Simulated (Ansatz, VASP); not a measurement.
**Two plane-wave programs on PbO2**

File INCAR:

```
SYSTEM = PbO2
PREC = Accurate ; ENCUT = 600
EDIFF = 1E-6 ; ISMEAR = 0
SIGMA = 0.1 ; LREAL = .False.
LASPH = .True. ; NELM = 60
ALGO = Normal ; ISIF = 3
LWAVE = .False. ; LCHARG = .False.
GGA = PE ; IBRION = 2
NSW = 100 ; EDIFFG = -0.05
```

Contents of KPOINTS:

```
Automatic mesh
0
Gamma
  4 4 6
  0 0 0
```

POSCAR

```
PbO2
1.0
    4.9577000000      0.0000000000      0.0000000000
    0.0000000000      4.9577000000      0.0000000000
    0.0000000000      0.0000000000      3.3879000000
Pb O
2 4
Direct
    0.0000000000      0.0000000000      0.0000000000
    0.5000000000      0.5000000000      0.5000000000
    0.3072000000      0.3072000000      0.0000000000
    0.1928000000      0.8072000000      0.5000000000
    0.6928000000      0.6928000000      0.0000000000
    0.8072000000      0.1928000000      0.5000000000
```

Input for Ansatz:

```yaml
crystal:
  lattice:
    - [4.9577, 0.0, 0.0]
    - [0.0, 4.9577, 0.0]
    - [0.0, 0.0, 3.3879]
  atoms:
    - { symbol: Pb, position: [0.0, 0.0, 0.0] }
    - { symbol: Pb, position: [0.5, 0.5, 0.5] }
    - { symbol: O, position: [0.3072, 0.3072, 0.0] }
    - { symbol: O, position: [0.1928, 0.8072, 0.5] }
    - { symbol: O, position: [0.6928, 0.6928, 0.0] }
    - { symbol: O, position: [0.8072, 0.1928, 0.5] }
basis:
  ecutwfc: 420
kpoints:
  mp_grid: { grid: [4, 4, 6] }
hamiltonian:
  xc: pbe
scf:
  occupations: { method: gaussian, width: 0.1 }
output:
  forces: true
  stress: true
  eigenvalues: true
relax:
  adjacent_minimum: "off"
  f_tol: 0.05
  max_steps: 80
  cell: { stress_tol: 0.5 }
```

Alike in both runs: task relaxation of cell and atoms; functional PBE; k mesh 4 × 4 × 6; occupations gaussian, width 0.1 eV; no spin polarisation.

|  | VASP | Ansatz |
| --- | --- | --- |
| version | VASP 6.6.1 | Ansatz 0.2.0 |
| potentials or method | VASP PAW PBE potentials, release 64 (Pb_d, O), cutoff 600 eV | scalar-relativistic, plane waves, PAW |
| valence electrons in the cell | 52 | 52 |

```tsv
	VASP	Ansatz	Ansatz less VASP
gap on the k mesh at the Fermi level, each at its own relaxed structure (eV)	0.16	0.16	-0.001
relaxed volume (Å³/atom)	14.76	14.77	+0.006
relaxed cell length with the largest relative difference (Å)	3.461	3.450	-0.0109
```

Spin-orbit coupling is off throughout.
